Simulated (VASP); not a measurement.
# AgCl (Pm-3m) in VASP: further runs, part 2 of 2

VASP 6.6.1. The steps go on from the part before.

**3. Single point, PBE**

File INCAR:

```
SYSTEM = AgCl
  PREC = Accurate
  ENCUT = 520
  EDIFF = 1E-7
  ISMEAR = 0
  SIGMA = 0.1
  LREAL = .False.
  LASPH = .True.
  NELM = 60
  ALGO = Normal
  ISIF = 2
  LWAVE = .False.
  LCHARG = .False.
  GGA = PE
  NBANDS = 16
  ISYM = 0
```

File KPOINTS:

```
Automatic mesh
0
Gamma
  5 1 1
  0 0 0.5
```

File POSCAR:

```
AgCl
1.0
    3.4339730000      0.0000000000      0.0000000000
    0.0000000000      3.4339730000      0.0000000000
    0.0000000000      0.0000000000      3.4339730000
Ag Cl
1 1
Direct
    0.0000000000      0.0000000000      0.0000000000
    0.5000000000      0.5000000000      0.5000000000
```

Potentials or basis: VASP PAW PBE potentials, release 64 (Ag, Cl).

Run with:

```sh
$ cat potpaw_PBE.64/Ag/POTCAR potpaw_PBE.64/Cl/POTCAR > POTCAR
$ mpirun -np 1 vasp_std > vasp.out
```

OUTCAR:

```text
SYSTEM = AgCl
   PREC = Accurate
   ENCUT = 520
   EDIFF = 1E-7
   ISMEAR = 0
   LREAL = .False.
   LASPH = .True.
   NELM = 60
   ISIF = 2
   GGA = PE
   ISYM = 0

 ion  position               nearest neighbor table
   1  0.000  0.000  0.000-   2 2.97   2 2.97   2 2.97   2 2.97   2 2.97   2 2.97   2 2.97   2 2.97

   2  0.500  0.500  0.500-   1 2.97   1 2.97   1 2.97   1 2.97   1 2.97   1 2.97   1 2.97   1 2.97

IMPORTANT INFORMATION: All symmetrisations will be switched off!
NOSYMM: (Re-)initialisation of all symmetry stuff for point group C_1.

----------------------------------------------------------------------------------------

                                     Primitive cell

  volume of cell :      40.4940

  direct lattice vectors                    reciprocal lattice vectors
     3.433973000  0.000000000  0.000000000     0.291207881  0.000000000  0.000000000
     0.000000000  3.433973000  0.000000000     0.000000000  0.291207881  0.000000000
     0.000000000  0.000000000  3.433973000     0.000000000  0.000000000  0.291207881

  length of vectors
     3.433973000  3.433973000  3.433973000     0.291207881  0.291207881  0.291207881

  position of ions in fractional coordinates (direct lattice)
     0.000000000  0.000000000  0.000000000
     0.500000000  0.500000000  0.500000000

  ion indices of the primitive-cell ions
   primitive index   ion index
                 1           1
                 2           2

----------------------------------------------------------------------------------------

 KPOINTS: Automatic mesh

Automatic generation of k-mesh.
 Grid dimensions read from file:
 generate k-points for:    5    1    1

 Generating k-lattice:

  Cartesian coordinates                     Fractional coordinates (reciprocal lattice)
     0.058241576  0.000000000  0.000000000     0.200000000  0.000000000  0.000000000
     0.000000000  0.291207881  0.000000000     0.000000000  1.000000000  0.000000000
     0.000000000  0.000000000  0.291207881     0.000000000  0.000000000  1.000000000

  Length of vectors
     0.058241576  0.291207881  0.291207881

  Shift w.r.t. Gamma in fractional coordinates (k-lattice)
     0.000000000  0.000000000  0.500000000

 -----------------------------------------------------------------------------
|                                                                             |
|           W    W    AA    RRRRR   N    N  II  N    N   GGGG   !!!           |
|           W    W   A  A   R    R  NN   N  II  NN   N  G    G  !!!           |
|           W    W  A    A  R    R  N N  N  II  N N  N  G       !!!           |
|           W WW W  AAAAAA  RRRRR   N  N N  II  N  N N  G  GGG   !            |
|           WW  WW  A    A  R   R   N   NN  II  N   NN  G    G                |
|           W    W  A    A  R    R  N    N  II  N    N   GGGG   !!!           |
|                                                                             |
|     Your reciprocal lattice and k-lattice belong to different lattice       |
|     classes:                                                                |
|                                                                             |
|        The reciprocal lattice is simple cubic,                              |
|        whereas your k-lattice is simple tetragonal.                         |
|                                                                             |
|     Results are often still useful ...                                      |
|                                                                             |
 -----------------------------------------------------------------------------

 WARNING: IBZKPT: internal override: KBLOWUP is changed to .FALSE.
      ... skipping the blow-up phase ...

 Subroutine IBZKPT returns following result:
 ===========================================

 Found      3 irreducible k-points:

 Following reciprocal coordinates:
            Coordinates               Weight
  0.000000  0.000000  0.500000      1.000000
  0.200000  0.000000  0.500000      2.000000
  0.400000  0.000000  0.500000      2.000000
   k-points           NKPTS =      3   k-points in BZ     NKDIM =      3   number of bands    NBANDS=     16
   number of dos      NEDOS =    301   number of ions     NIONS =      2
   total plane-waves  NPLWV =  21952
   dimension x,y,z NGX =    28 NGY =   28 NGZ =   28
   dimension x,y,z NGXF=    56 NGYF=   56 NGZF=   56
   ions per type =               1   1
   NGX,Y,Z   is equivalent  to a cutoff of  13.56, 13.56, 13.56 a.u.
   NGXF,Y,Z  is equivalent  to a cutoff of  27.11, 27.11, 27.11 a.u.
 SYSTEM =  AgCl
   PREC   = accura    normal or accurate (medium, high low for compatibility)
   ISTART =      0    job   : 0-new  1-cont  2-samecut
   ICHARG =      2    charge: 1-file 2-atom 10-const
   ISPIN  =      1    spin polarized calculation?
   LNONCOLLINEAR =      F non collinear calculations
   LSORBIT =      F    spin-orbit coupling
   LASPH  =      T    aspherical Exc in radial PAW
   ENCUT  =  520.0 eV  38.22 Ry    6.18 a.u.   6.38  6.38  6.38*2*pi/ulx,y,z
   NELM   =     60;   NELMIN=  2; NELMDL= -5     # of ELM steps
   EDIFF  = 0.1E-06   stopping-criterion for ELM
   LREAL  =      F    real-space projection
   EDIFFG = 0.1E-05   stopping-criterion for IOM
   NSW    =      0    number of steps for IOM
   IBRION =     -1    ionic relax: 0-MD 1-quasi-New 2-CG
   NFREE  =      0    steps in history (QN), initial steepest desc. (CG)
   ISIF   =      2    stress and relaxation
   ISYM   =      0    0-nonsym 1-usesym 2-fastsym
   POTIM  = 0.5000    time-step for ionic-motion
   TEBEG  =    0.0;   TEEND  =   0.0 temperature during run
   PSTRESS=    0.0 pullay stress
   NELECT =      18.0000    total number of electrons
   NUPDOWN=      -1.0000    fix difference up-down
   EMIN   =  10.00;   EMAX   =-10.00  energy-range for DOS
   EFERMI =   0.00;   METHOD = LEGACY
   ISMEAR =     0;   SIGMA  =   0.10  broadening in eV -4-tet -1-fermi 0-gaus
   EFERMI_NEDOS =   21; number of points for ismear=-14 and -15
   IALGO  =     38    algorithm
   IMIX   =      4    mixing-type and parameters
     AMIX     =   0.40;   BMIX     =  1.00
     AMIX_MAG =   1.60;   BMIX_MAG =  1.00
  volume/ion in A,a.u.               =      20.25       136.63
  Fermi-wavevector in a.u.,A,eV,Ry     =   1.249402  2.361027 21.238760  1.561005
  Thomas-Fermi vector in A             =   2.383444
   LORBIT       =      0    0 simple, 1 ext, 2 COOP (PROOUT), +10 PAW based schemes
   GGA     = PE    functional components
   LHFCALC =     F    Hartree Fock is set to
   AEXX    =    0.0000 exact exchange contribution
   IVDW    =     0    specifies the selected vdW correction
   LEPSILON=     F    determine dielectric tensor
   LRPA    =     F    only Hartree local field effects (RPA)
 non-spin polarized calculation
 Gauss-broadening in eV      SIGMA  =   0.10
  energy-cutoff  :      520.00
  volume of cell :       40.49
 maximum number of plane-waves:      1108
 NGX is ok and might be reduce to    28
   NGX = 13   NGY = 13   NGZ = 13

 number of electron      18.0000002 magnetization

 Free energy of the ion-electron system (eV)
  ---------------------------------------------------
  ext. energy  EPLUGINS =         0.00000000
  ---------------------------------------------------
  free energy    TOTEN  =        -5.16972878 eV

  energy without entropy =       -5.16972878  energy(sigma->0) =       -5.16972878

 E-fermi :   4.6422     XC(G=0): -10.3301

 val. band max:        4.1006691097   @ k =   0.0000   0.0000   0.5000
 cond. band min:       6.8779112387   @ k =   0.4000   0.0000   0.5000
 fundamental gap:      2.7772421290
 Fermi energy:         4.6422141772

 k-point     1 :       0.0000    0.0000    0.5000
  band No.  band energies     occupation
      1     -10.0198      2.00000
      2      -1.1352      2.00000
      3       1.0310      2.00000
      4       1.0822      2.00000
      5       1.2316      2.00000
      6       2.0894      2.00000
[... 8 lines left out ...]
     15      19.6551      0.00000
     16      20.0224      0.00000

 k-point     2 :       0.2000    0.0000    0.5000
  band No.  band energies     occupation
      1      -9.9205      2.00000
      2      -0.7612      2.00000
      3       0.8818      2.00000
      4       1.2703      2.00000
      5       1.3600      2.00000
      6       1.9691      2.00000
[... 8 lines left out ...]
     15      18.9226      0.00000
     16      21.1242      0.00000

 k-point     3 :       0.4000    0.0000    0.5000
  band No.  band energies     occupation
      1      -9.7498      2.00000
      2       0.0669      2.00000
      3       0.5560      2.00000
      4       1.4258      2.00000
      5       1.6719      2.00000
      6       1.7855      2.00000
[... 8 lines left out ...]
     15      17.8457      0.00000
     16      20.2203      0.00000

------------------------ aborting loop because EDIFF is reached ----------------------------------------

  FORCE on cell =-STRESS in cart. coord.  units (eV):
  Direction    XX          YY          ZZ          XY          YZ          ZX
  --------------------------------------------------------------------------------------
  -------------------------------------------------------------------------------------
  Total       -2.0187067      1.6247045      1.1004299     -0.0000002      0.0000002     -0.0000025
  in kB      -79.8717476     64.2827334     43.5393906     -0.0000077      0.0000066     -0.0000975
  external PRESSURE =       9.3167921 kB  Pullay stress =       0.0000000 kB

 VOLUME and BASIS-vectors are now :
 -----------------------------------------------------------------------------
  energy-cutoff  :      520.00
  volume of cell :       40.49
      direct lattice vectors                 reciprocal lattice vectors
     3.433973000  0.000000000  0.000000000     0.291207881  0.000000000  0.000000000
     0.000000000  3.433973000  0.000000000     0.000000000  0.291207881  0.000000000
     0.000000000  0.000000000  3.433973000     0.000000000  0.000000000  0.291207881

 POSITION                                       TOTAL-FORCE (eV/Angst)
 -----------------------------------------------------------------------------------
      0.00000      0.00000      0.00000        -0.000000      0.000000      0.000001
      1.71699      1.71699      1.71699         0.000000     -0.000000     -0.000001
 -----------------------------------------------------------------------------------
    total drift:                                0.000000      0.000000     -0.000001

  FREE ENERGIE OF THE ION-ELECTRON SYSTEM (eV)
  ---------------------------------------------------
  free  energy   TOTEN  =        -5.1697287818 eV

  energy  without entropy=       -5.1697287818  energy(sigma->0) =       -5.16972878
```

It took 5.3 s on 1 thread of AMD EPYC 9R45 (Zen 5), shared host; peak memory 0.11 GiB.

The run converged, but its numbers aren't listed here, since they failed a check.

Caveat: the k points lie up to 1.83 Å⁻¹ apart.

**4. Single point, PBE**

File INCAR:

```
SYSTEM = AgCl
PREC = Accurate
ENCUT = 500
EDIFF = 1E-6
ISMEAR = 0
SIGMA = 0.01
LREAL = .False.
LASPH = .True.
NELM = 120
ALGO = Normal
ISIF = 2
LWAVE = .False.
LCHARG = .False.
GGA = PE
NBANDS = 16
GGA_COMPAT = .False.
```

File KPOINTS:

```
regular mesh
0
Gamma
  4 4 4
  0 0 0
```

POSCAR is that of step 3.

Run with:

```sh
$ cat potpaw_PBE.64/Ag/POTCAR potpaw_PBE.64/Cl/POTCAR > POTCAR
$ mpirun -np 1 vasp_std > vasp.out
```

It used 5 s of CPU time on 1 thread of AMD EPYC 9R45 (Zen 5), with other jobs on the host.

Results (log left out):

- Free energy: -5.0957 eV
- Pressure: 0.0 GPa
- Band gap on the k mesh: 0.56 eV, indirect (least direct gap 2.05 eV)

Levels at points of the mesh, in eV from the valence-band top:
| k point | band 5 | band 6 | band 7 | band 8 | band 9 | band 10 | band 11 | band 12 | band 13 | band 14 |
| --- | --- | --- | --- | --- | --- | --- | --- | --- | --- | --- |
| (0.00, 0.00, 0.00) | -1.80 | -1.80 | -1.49 | -1.49 | -1.49 | 0.56 | 9.43 | 9.43 | 13.65 | 13.65 |
| (0.50, 0.00, 0.00) | -2.59 | -1.75 | -1.44 | 0.00 | 0.00 | 4.90 | 5.50 | 9.42 | 10.01 | 10.01 |
| (0.50, 0.50, 0.00) | -2.11 | -2.08 | -2.08 | -1.50 | -0.87 | 2.79 | 8.92 | 8.92 | 10.62 | 13.73 |
| (0.50, 0.50, 0.50) | -1.49 | -1.49 | -0.18 | -0.18 | -0.18 | 4.79 | 4.79 | 4.79 | 6.73 | 17.43 |

Caveat: the k points lie up to 0.46 Å⁻¹ apart. A k mesh can miss the band edges.
